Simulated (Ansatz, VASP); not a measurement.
**Two plane-wave programs on Au**

INCAR

```
SYSTEM = Au
PREC = Accurate ; ENCUT = 520
EDIFF = 1E-6 ; ISMEAR = 0
SIGMA = 0.15 ; LREAL = .FALSE.
LASPH = .TRUE. ; NELM = 100
ALGO = Fast ; ISIF = 2
LWAVE = .FALSE. ; LCHARG = .FALSE.
GGA = PE ; NBANDS = 18
```

KPOINTS

```
regular mesh
0
G
  18 18 10
  0 0 0
```

POSCAR

```
Au
1.0
    2.8999984104      0.0000000000      0.0000000000
   -1.4499992052      2.5114722944      0.0000000000
    0.0000000000      0.0000000000      4.8800000000
Au
2
Direct
    0.3333333333      0.6666666667      0.7295081967
    0.6666666667      0.3333333333      0.2500000000
```

Input for Ansatz:

```yaml
crystal:
  lattice:
    - [2.8999984104, 0.0, 0.0]
    - [-1.4499992052, 2.5114722944, 0.0]
    - [0.0, 0.0, 4.88]
  atoms:
    - { symbol: Au, position: [0.3333333333, 0.6666666667, 0.7295081967] }
    - { symbol: Au, position: [0.6666666667, 0.3333333333, 0.25] }
basis:
  ecutwfc: 420
kpoints:
  mp_grid: { grid: [18, 18, 10] }
hamiltonian:
  xc: pbe
scf:
  occupations: { method: gaussian, width: 0.15 }
output:
  forces: true
  stress: true
  eigenvalues: true
```

Alike in both runs: task single point; functional PBE; k mesh 18 × 18 × 10; occupations gaussian, width 0.15 eV; no spin polarisation.

|  | VASP | Ansatz |
| --- | --- | --- |
| version | VASP 6.6.1 | Ansatz 0.2.0 |
| potentials or method | VASP PAW PBE potentials, release 64 (Au), cutoff 520 eV | scalar-relativistic, plane waves, PAW |
| valence electrons in the cell | 22 | 38 |

|  | VASP | Ansatz | Ansatz less VASP |
| --- | --- | --- | --- |
| gap on the k mesh at the Fermi level (eV) | none | none | - |
| pressure (GPa) | 2.6 | 2.8 | +0.22 |
| traceless stress, the component that is largest in VASP (GPa) | 0.16 | 0.17 | +0.008 |
| rms of the force components (eV/Å) | 0.389 | 0.391 | +0.0026 |

Atom by atom the forces differ by 0.003 eV/Å (rms over components). A gap of «none» marks a metal or a gap that the smearing closes. VASP's potentials hold 22 valence electrons a cell and Ansatz's 38, so a difference there can come from the potentials and not from the codes.

Spin-orbit coupling is off throughout.
